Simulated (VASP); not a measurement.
# DyBe2F2 (P-6m2) in VASP: a series of runs

Runs on DyBe2F2. Level: PBE. Tasks: relaxation of cell and atoms, single point.

All numbers are computed with VASP 6.6.1; they aren't measurements. Logs are shortened: lines on timing, memory, paths and dates and some standing lists are left out, and cuts for length are marked.

## Step 1: The cell of the first run

Symmetry: P-6m2, No. 187, hexagonal system. Conventional cell: a = 3.672 Å, b = 3.672 Å, c = 6.159 Å, α = 90.00°, β = 90.00°, γ = 120.00°. Within 2.8 Å of Dy (site symmetry -6m2) lie 3 Be at 2.12 Å and 2 F at 2.22 Å. Be (site symmetry -6m2) has 3 Dy at 2.12 Å within 2.8 Å. Within 3.0 Å of Be (site symmetry -6m2) lie 6 F at 2.29 Å. Within 2.3 Å of F (site symmetry 3m) lie 1 F at 1.72 Å and 1 Dy at 2.22 Å and 3 Be at 2.29 Å.

The cell was generated, and may not be a known phase.

## Step 2: Relaxation of cell and atoms, PBE

Contents of INCAR:

```
ALGO = Normal ; EDIFF = 1E-7
EDIFFG = -0.04 ; ENCUT = 600
GGA = PE ; GGA_COMPAT = F
IBRION = 2 ; ISIF = 3
ISMEAR = 0 ; LASPH = T
LCHARG = F ; LMAXMIX = 6
LREAL = F ; LWAVE = F
NELM = 200 ; NELMIN = 4
NSW = 90 ; PREC = Accurate
SIGMA = 0.1
```

Contents of KPOINTS:

```
k-points
0
Gamma
  6 6 4
```

Contents of POSCAR:

```
DyBe2F2
1.0
    3.6715246300      0.0000000000      0.0000000000
   -1.8357623100      3.1796336000      0.0000000000
    0.0000000000      0.0000000000      6.1585561200
Dy Be F
1 2 2
Direct
    0.0000000000      0.0000000000      0.0000000000
    0.6666666700      0.3333333300      0.0000000000
    0.3333333300      0.6666666700      0.5000000000
    0.0000000000      0.0000000000      0.6396430900
    0.0000000000      0.0000000000      0.3603569100
```

Potentials or basis: VASP PAW PBE potentials, release 64 (Dy_3, Be, F), 4f in core.

The run is started by

```sh
$ cat potpaw_PBE.64/Dy_3/POTCAR potpaw_PBE.64/Be/POTCAR potpaw_PBE.64/F/POTCAR > POTCAR
$ mpirun -np 1 vasp_std > vasp.out
```

OUTCAR:

```text
EDIFF = 1E-7
   EDIFFG = -0.04
   ENCUT = 600
   GGA = PE
   IBRION = 2
   ISIF = 3
   ISMEAR = 0
   LASPH = T
   LREAL = F
   NELM = 200
   NELMIN = 4
   NSW = 90
   PREC = Accurate

 ion  position               nearest neighbor table
   1  0.000  0.000  0.000-   2 2.12   2 2.12   2 2.12   5 2.22   4 2.22
   2  0.667  0.333  0.000-   1 2.12   1 2.12   1 2.12
   3  0.333  0.667  0.500-
   4  0.000  0.000  0.640-   5 1.72   1 2.22
   5  0.000  0.000  0.360-   4 1.72   1 2.22

  LATTYP: Found a hexagonal cell.
 ALAT       =     3.6715246300
 C/A-ratio  =     1.6773838502

  Lattice vectors:

 A1 = (   3.6715246300,   0.0000000000,   0.0000000000)
 A2 = (  -1.8357623100,   3.1796336000,   0.0000000000)
 A3 = (   0.0000000000,   0.0000000000,   6.1585561200)

Analysis of symmetry for initial positions (statically):
=====================================================================
 Subroutine PRICEL returns:
 Original cell was already a primitive cell.

 Routine SETGRP: Setting up the symmetry group for a
 hexagonal supercell.

 Subroutine GETGRP returns: Found 12 space group operations
 (whereof 12 operations were pure point group operations)
 out of a pool of 24 trial point group operations.

The static configuration has the point symmetry D_3h.

Analysis of symmetry for dynamics (positions and initial velocities):
=====================================================================
 Subroutine PRICEL returns:
 Original cell was already a primitive cell.

 Routine SETGRP: Setting up the symmetry group for a
 hexagonal supercell.

 Subroutine GETGRP returns: Found 12 space group operations
 (whereof 12 operations were pure point group operations)
 out of a pool of 24 trial point group operations.

The dynamic configuration has the point symmetry D_3h.

 Subroutine INISYM returns: Found 12 space group operations
 (whereof 12 operations are pure point group operations),
 and found     1 'primitive' translations

----------------------------------------------------------------------------------------

                                     Primitive cell

  volume of cell :      71.8956

  direct lattice vectors                    reciprocal lattice vectors
     3.671524630  0.000000000  0.000000000     0.272366415  0.157250822  0.000000000
    -1.835762310  3.179633600  0.000000000     0.000000000  0.314501646  0.000000000
     0.000000000  0.000000000  6.158556120     0.000000000  0.000000000  0.162375723

  length of vectors
     3.671524630  3.671524627  6.158556120     0.314501645  0.314501646  0.162375723

  position of ions in fractional coordinates (direct lattice)
     0.000000000  0.000000000  0.000000000
     0.666666670  0.333333330  0.000000000
     0.333333330  0.666666670  0.500000000
     0.000000000  0.000000000  0.639643090
     0.000000000  0.000000000  0.360356910

  ion indices of the primitive-cell ions
   primitive index   ion index
                 1           1
                 2           2
                 3           3
                 4           4
                 5           5

----------------------------------------------------------------------------------------

 KPOINTS: k-points

Automatic generation of k-mesh.
 Grid dimensions read from file:
 generate k-points for:    6    6    4

 Generating k-lattice:

  Cartesian coordinates                     Fractional coordinates (reciprocal lattice)
     0.045394402  0.026208470  0.000000000     0.166666667  0.000000000  0.000000000
     0.000000000  0.052416941  0.000000000     0.000000000  0.166666667  0.000000000
     0.000000000  0.000000000  0.040593931     0.000000000  0.000000000  0.250000000

  Length of vectors
     0.052416941  0.052416941  0.040593931

  Shift w.r.t. Gamma in fractional coordinates (k-lattice)
     0.000000000  0.000000000  0.000000000

 Subroutine IBZKPT returns following result:
 ===========================================

 Found     21 irreducible k-points:

 Following reciprocal coordinates:
            Coordinates               Weight
[... 41 lines left out ...]
   NGX = 15   NGY = 15   NGZ = 25

--------------------------------------- Ionic step        1  -------------------------------------------

 number of electron      26.9999987 magnetization

 Free energy of the ion-electron system (eV)
  ---------------------------------------------------
  ext. energy  EPLUGINS =         0.00000000
  ---------------------------------------------------
  free energy    TOTEN  =       -12.92116742 eV

  energy without entropy =      -12.89511333  energy(sigma->0) =      -12.90814038

------------------------ aborting loop because EDIFF is reached ----------------------------------------

  FORCE on cell =-STRESS in cart. coord.  units (eV):
  Direction    XX          YY          ZZ          XY          YZ          ZX
  --------------------------------------------------------------------------------------
  -------------------------------------------------------------------------------------
  Total       10.8202805     10.8202805     15.2982138      0.0000000      0.0000000      0.0000000
  in kB      241.1274622    241.1274622    340.9171761      0.0000004      0.0000000      0.0000000
  external PRESSURE =     274.3907002 kB  Pullay stress =       0.0000000 kB
[... 98 lines left out ...]
  FREE ENERGIE OF THE ION-ELECTRON SYSTEM (eV)
  ---------------------------------------------------
  free  energy   TOTEN  =       -16.1132150817 eV

  energy  without entropy=      -16.1040178542  energy(sigma->0) =      -16.10861647

 E-fermi :  -0.0628     XC(G=0):  -7.5860

 val. band max:       -0.0883163744   @ k =   0.1667   0.0000   0.0000
 cond. band min:      -0.0497427613   @ k =   0.3333   0.3333   0.5000
 fundamental gap:      0.0385736131
 Fermi energy:        -0.0628210848

 k-point     1 :       0.0000    0.0000    0.0000
  band No.  band energies     occupation
      1     -24.8794      2.00000
      2     -23.0015      2.00000
      3     -22.6182      2.00000
      4     -22.6182      2.00000
      5     -20.0810      2.00000
      6      -5.6621      2.00000
[... 9 lines left out ...]
     16       0.6662      0.00000
     17       4.3469      0.00000
[... 383 lines left out ...]
      1     -24.9127      2.00000
      2     -22.8809      2.00000
      3     -22.6559      2.00000
      4     -22.6549      2.00000
      5     -20.1770      2.00000
      6      -4.9336      2.00000
[... 9 lines left out ...]
     16       1.6575      0.00000
     17       2.9467      0.00000

[... ionic steps 4 to 24 ...]

--------------------------------------- Ionic step       25  -------------------------------------------

 number of electron      27.0000007 magnetization

------------------------ aborting loop because EDIFF is reached ----------------------------------------

  FORCE on cell =-STRESS in cart. coord.  units (eV):
  Direction    XX          YY          ZZ          XY          YZ          ZX
  --------------------------------------------------------------------------------------
  -------------------------------------------------------------------------------------
  Total        0.0935998      0.0935998      0.0884847      0.0000000      0.0000000      0.0000000
  in kB        1.2842536      1.2842536      1.2140709      0.0000000      0.0000000      0.0000000
  external PRESSURE =       1.2608594 kB  Pullay stress =       0.0000000 kB
[... 63 lines left out ...]
  energy  without entropy=      -16.9653137972  energy(sigma->0) =      -16.97358492

--------------------------------------- Ionic step       27  -------------------------------------------

 number of electron      27.0000008 magnetization

 Free energy of the ion-electron system (eV)
  ---------------------------------------------------
  ext. energy  EPLUGINS =         0.00000000
  ---------------------------------------------------
  free energy    TOTEN  =       -16.98319345 eV

  energy without entropy =      -16.96677615  energy(sigma->0) =      -16.97498480

 E-fermi :   0.0606     XC(G=0):  -7.6816

 val. band max:        0.0205825236   @ k =   0.1667   0.0000   0.0000
 cond. band min:       0.0687121598   @ k =   0.0000   0.0000   0.0000
 fundamental gap:      0.0481296362
 Fermi energy:         0.0605700663

 k-point     1 :       0.0000    0.0000    0.0000
  band No.  band energies     occupation
      1     -24.3100      2.00000
      2     -22.7454      2.00000
      3     -22.6772      2.00000
      4     -22.6772      2.00000
      5     -20.3726      2.00000
      6      -5.5196      2.00000
[... 9 lines left out ...]
     16       0.7358      0.00000
     17       4.2438      0.00000
[... 430 lines left out ...]
  FREE ENERGIE OF THE ION-ELECTRON SYSTEM (eV)
  ---------------------------------------------------
  free  energy   TOTEN  =       -16.9831934508 eV

  energy  without entropy=      -16.9667761496  energy(sigma->0) =      -16.97498480

 reached required accuracy - stopping structural energy minimisation
```

Wall time 6.8 min (1 thread of AMD EPYC 9R45 (Zen 5), shared host); peak memory 0.22 GiB.

Results:

* Free energy: -16.9832 eV
* Relaxed volume: 23.33 Å³/atom
* Relaxed cell: a = 4.516 Å, b = 4.516 Å, c = 6.605 Å, α = 90.00°, β = 90.00°, γ = 120.00°
* Space group after relaxing (to 0.1 Å): P-6m2 (No. 187)
* Energy gained by relaxing: 812.4 meV/atom
* Ionic steps: 27
* Pressure after relaxing: 0.0 GPa
* Largest force after relaxing: 0.006 eV/Å
* Band gap on the k mesh: zero (an odd number of electrons rules out a gap without spin polarisation)

Forces on the atoms (eV/Å):
```
Dy   0.000  0.000  0.000
Be   0.000  0.000  0.000
Be   0.000  0.000  0.000
F    0.000  0.000  0.006
F    0.000  0.000 -0.006
```

The path:
| step | energy change (eV) | largest force (eV/Å) | pressure (GPa) | volume (Å³) |
| --- | --- | --- | --- | --- |
| 1 | 0.0000 | 8.5050 | 27.44 | 71.90 |
| 2 | -3.1636 | 1.1787 | 8.05 | 100.63 |
| 3 | -3.1920 | 1.2668 | 7.67 | 102.65 |
| 4 | -3.2280 | 1.4675 | 7.09 | 106.76 |
| 5 | -3.2168 | 2.0246 | 6.46 | 115.30 |
| 6 | -3.3015 | 0.9938 | -4.42 | 137.47 |
| 7 | -3.4963 | 0.0689 | -0.12 | 126.72 |
| 8 | -3.6951 | 0.4519 | -0.93 | 132.40 |
| 9 | -3.7181 | 0.6634 | -1.27 | 134.88 |
| 10 | -3.7962 | 0.7556 | -0.75 | 131.44 |
| 11 | -3.9657 | 1.0569 | 1.01 | 121.32 |
| 12 | -3.4499 | 0.1920 | 8.81 | 102.03 |
| 13 | -3.9126 | 1.7300 | 2.71 | 118.74 |
| 14 | -3.8648 | 1.7466 | 5.33 | 109.72 |
| 15 | -3.9116 | 1.8832 | 3.89 | 114.54 |
| 16 | -3.9286 | 1.7501 | 3.75 | 114.19 |
| 17 | -3.9688 | 1.3499 | 3.38 | 113.12 |
| 18 | -3.9961 | 0.4927 | 2.85 | 111.01 |
| 19 | -3.9969 | 0.6258 | 2.91 | 111.31 |
| 20 | -4.0090 | 0.5904 | 2.62 | 111.86 |
| 21 | -4.0368 | 0.4808 | 1.81 | 113.51 |
| 22 | -4.0583 | 0.2493 | 0.39 | 116.85 |
| 23 | -4.0584 | 0.2387 | 0.33 | 116.99 |
| 24 | -4.0594 | 0.2000 | 0.28 | 116.94 |
| 25 | -4.0615 | 0.0821 | 0.13 | 116.77 |
| 26 | -4.0607 | 0.1573 | -0.16 | 116.44 |
| 27 | -4.0620 | 0.0063 | 0.02 | 116.65 |

Final structure:
```
CELL_PARAMETERS angstrom
4.51599 0.00000 0.00000
-2.25800 3.91096 0.00000
0.00000 0.00000 6.60452
ATOMIC_POSITIONS crystal
Dy 0.00000 0.00000 0.00000
Be 0.66667 0.33333 0.00000
Be 0.33333 0.66667 0.50000
F 0.00000 0.00000 0.68497
F 0.00000 0.00000 0.31503
```

Caveat: the volume moved by over 15 % at a fixed basis, so the end points are rough; spin-orbit coupling is left out, which moves the levels of the heavy elements; the 4f electrons are frozen in the core, so they carry no moment and show no levels; the run has no spin polarisation, though such a crystal can be magnetic.

## Step 3: Single point, PBE

This run uses another cell than the first one, of 27.71 Å³/atom.

Contents of INCAR:

```
PREC = Accurate
ENCUT = 600
EDIFF = 1E-6
ISMEAR = 0
SIGMA = 0.1
LREAL = False
LASPH = True
NELM = 200
ALGO = Normal
ISIF = 2
LWAVE = False
LCHARG = False
GGA = PE
NBANDS = 22
GGA_COMPAT = False
LMAXMIX = 6
```

Contents of KPOINTS:

```
regular mesh
0
Gamma
  12 12 6
```

Contents of POSCAR:

```
DyBe2F2
1.0
    4.8957525443      0.0000000000      0.0000000000
   -2.4478762722      4.2398460740      0.0000000000
    0.0000000000      0.0000000000      6.6747026512
Dy Be F
1 2 2
Direct
    0.0000000000      0.0000000000      0.0000000000
    0.6666666667      0.3333333333      0.0000000000
    0.3333333333      0.6666666667      0.5000000000
    0.0000000000      0.0000000000      0.6938020165
    0.0000000000      0.0000000000      0.3061979835
```

Potentials or basis: VASP PAW PBE potentials, release 64 (Dy_3, Be, F), 4f in core.

The run is started by

```sh
$ cat potpaw_PBE.64/Dy_3/POTCAR potpaw_PBE.64/Be/POTCAR potpaw_PBE.64/F/POTCAR > POTCAR
$ mpirun -np 1 vasp_std > vasp.out
```

Wall time 2.5 min (1 thread of AMD EPYC 9R45 (Zen 5), shared host); peak memory 0.43 GiB.

The run converged. Its results:

| Quantity | Value |
| --- | --- |
| Free energy | -17.2943 eV |
| Pressure | 0.3 GPa |
| Largest force | 0.253 eV/Å |
| Band gap on the k mesh | zero (an odd number of electrons rules out a gap without spin polarisation) |

Forces in eV/Å, atoms in the order of the input:
```
Dy   0.000  0.000  0.000
Be   0.000  0.000  0.000
Be   0.000  0.000  0.000
F    0.000  0.000 -0.253
F    0.000  0.000  0.253
```

Stress tensor (GPa, compression positive):
```
-0.13  0.00  0.00
 0.00 -0.13  0.00
 0.00  0.00  1.09
```

Levels at points of the mesh, in eV from the Fermi level:
| k point | band 9 | band 10 | band 11 | band 12 | band 13 | band 14 | band 15 | band 16 | band 17 | band 18 |
| --- | --- | --- | --- | --- | --- | --- | --- | --- | --- | --- |
| (0.00, 0.00, 0.00) | -3.82 | -3.82 | -3.65 | -2.55 | -0.62 | 0.15 | 0.15 | 0.96 | 3.99 | 3.99 |
| (0.50, 0.00, 0.00) | -3.97 | -3.88 | -2.55 | -2.27 | -0.84 | 0.37 | 1.38 | 1.83 | 2.52 | 2.85 |
| (0.00, 0.00, 0.50) | -3.71 | -3.58 | -3.58 | -3.54 | -1.18 | 0.17 | 0.17 | 2.65 | 2.81 | 3.85 |
| (0.50, 0.00, 0.50) | -3.80 | -3.64 | -3.61 | -2.23 | -0.50 | -0.27 | 1.40 | 1.58 | 2.22 | 3.17 |

Caveat: spin-orbit coupling is left out, which moves the levels of the heavy elements; the 4f electrons are frozen in the core, so they carry no moment and show no levels; the run has no spin polarisation, though such a crystal can be magnetic. With open d or f shells a metallic result of PBE can be an artefact of self-interaction; +U or a hybrid may open a gap.

## Step 4: Relaxation of cell and atoms, PBE

This run uses another cell than the first one, of 27.05 Å³/atom.

Contents of INCAR:

```
SYSTEM = DyBe2F2
  PREC = Accurate
  ENCUT = 600
  EDIFF = 1E-7
  ISMEAR = 0
  SIGMA = 0.1
  LREAL = .False.
  LASPH = .True.
  NELM = 200
  ALGO = Normal
  ISIF = 3
  LWAVE = .False.
  LCHARG = .False.
  GGA = PE
  IBRION = 2
  NSW = 100
  EDIFFG = -0.01
  GGA_COMPAT = .False.
  NELMIN = 4
  LMAXMIX = 6
```

Contents of KPOINTS:

```
Automatic mesh
0
Gamma
  12 12 6
  0 0 0
```

Contents of POSCAR:

```
DyBe2F2
1.0
    4.8491237647      0.0000000000      0.0000000000
   -2.4245618824      4.1994643664      0.0000000000
    0.0000000000      0.0000000000      6.6407297399
Dy Be F
1 2 2
Direct
    0.0000000000      0.0000000000      0.0000000000
    0.6666666667      0.3333333333      0.0000000000
    0.3333333333      0.6666666667      0.5000000000
    0.0000000000      0.0000000000      0.6919896434
    0.0000000000      0.0000000000      0.3080103566
```

The run is started by

```sh
$ cat potpaw_PBE.64/Dy_3/POTCAR potpaw_PBE.64/Be/POTCAR potpaw_PBE.64/F/POTCAR > POTCAR
$ mpirun -np 1 vasp_std > vasp.out
```

Run time: 8.4 min. Hardware: 1 thread of AMD EPYC 9R45 (Zen 5), shared host; peak memory 0.43 GiB.

It converged, with:

```yaml
Free_energy: -17.2967 eV
Relaxed_volume: 27.20 Å³/atom
Relaxed_cell: a = 4.850 Å, b = 4.850 Å, c = 6.677 Å, α = 90.00°, β = 90.00°, γ = 120.00°
Space_group_after_relaxing_to_0.1_Å: P-6m2 (No. 187)
Energy_gained_by_relaxing: 0.7 meV/atom
Ionic_steps: 8
Pressure_after_relaxing: 0.0 GPa
Band_gap_on_the_k_mesh: zero (an odd number of electrons rules out a gap without spin polarisation)
```

The path:
| step | energy change (eV) | largest force (eV/Å) | pressure (GPa) | volume (Å³) |
| --- | --- | --- | --- | --- |
| 1 | 0.0000 | 0.2391 | 0.49 | 135.23 |
| 2 | 0.0024 | 0.3261 | -0.57 | 136.84 |
| 3 | -0.0036 | 0.0179 | 0.02 | 135.93 |
| 4 | -0.0036 | 0.0230 | 0.00 | 135.94 |
| 5 | -0.0037 | 0.0053 | 0.02 | 135.93 |
| 6 | -0.0037 | 0.0031 | 0.03 | 135.93 |
| 7 | -0.0037 | 0.0013 | 0.03 | 135.96 |
| 8 | -0.0037 | 0.0003 | 0.01 | 136.00 |

Final structure:
```xyz
5
Lattice="4.8498 0.0000 0.0000 -2.4249 4.2001 0.0000 0.0000 0.0000 6.6767" Properties=species:S:1:pos:R:3 pbc="T T T"
Dy    4.8498    0.0000    0.0000
Be    2.4249    1.4000    0.0000
Be    0.0000    2.8000    3.3384
F     0.0000    0.0000    4.6174
F     0.0000    0.0000    2.0593
```

Levels at points of the mesh, in eV from the Fermi level:
| k point | band 9 | band 10 | band 11 | band 12 | band 13 | band 14 | band 15 | band 16 | band 17 |
| --- | --- | --- | --- | --- | --- | --- | --- | --- | --- |
| (0.00, 0.00, 0.00) | -3.82 | -3.82 | -3.68 | -2.55 | -0.63 | 0.13 | 0.13 | 0.94 | 4.01 |
| (0.50, 0.00, 0.00) | -3.93 | -3.87 | -2.55 | -2.28 | -0.82 | 0.38 | 1.42 | 1.79 | 2.53 |
| (0.00, 0.00, 0.50) | -3.78 | -3.56 | -3.56 | -3.56 | -1.20 | 0.15 | 0.15 | 2.67 | 2.80 |
| (0.50, 0.00, 0.50) | -3.79 | -3.70 | -3.59 | -2.23 | -0.50 | -0.24 | 1.43 | 1.56 | 2.25 |

Caveat: spin-orbit coupling is left out, which moves the levels of the heavy elements; the 4f electrons are frozen in the core, so they carry no moment and show no levels; the run has no spin polarisation, though such a crystal can be magnetic.

## Step 5: Summary

```tsv
task	cell	k mesh	gap on the mesh (eV)	pressure (GPa)	relaxed volume (Å³/atom)	largest force (eV/Å)
relaxation of cell and atoms	relaxed from a = 3.672, b = 3.672, c = 6.159 Å, angles 90.0, 90.0, 120.0°, 5 atoms, atomic positions A	6 × 6 × 4	none	0.0	23.33	0.01
single point	a = 4.896, b = 4.896, c = 6.675 Å, angles 90.0, 90.0, 120.0°, 5 atoms, atomic positions B	12 × 12 × 6	none	0.3	-	0.25
relaxation of cell and atoms	relaxed from a = 4.849, b = 4.849, c = 6.641 Å, angles 90.0, 90.0, 120.0°, 5 atoms, atomic positions C	12 × 12 × 6	none	0.0	27.20	-
```

Alike in all rows: level PBE; potentials or basis VASP PAW PBE potentials, release 64 (Dy_3, Be, F), 4f in core; no spin polarisation; cutoff (eV) 600; smearing gaussian 0.1 eV.

Caveats: spin-orbit coupling is left out, which moves the levels of the heavy elements; the 4f electrons are frozen in the core, so they carry no moment and show no levels; the run has no spin polarisation, though such a crystal can be magnetic; the volume moved by over 15 % at a fixed basis, so the end points are rough (at least some runs).

Absolute energies hang on the potentials; compare differences alone.

The gap in the log of VASP goes by the Fermi energy; the results here count the filled bands.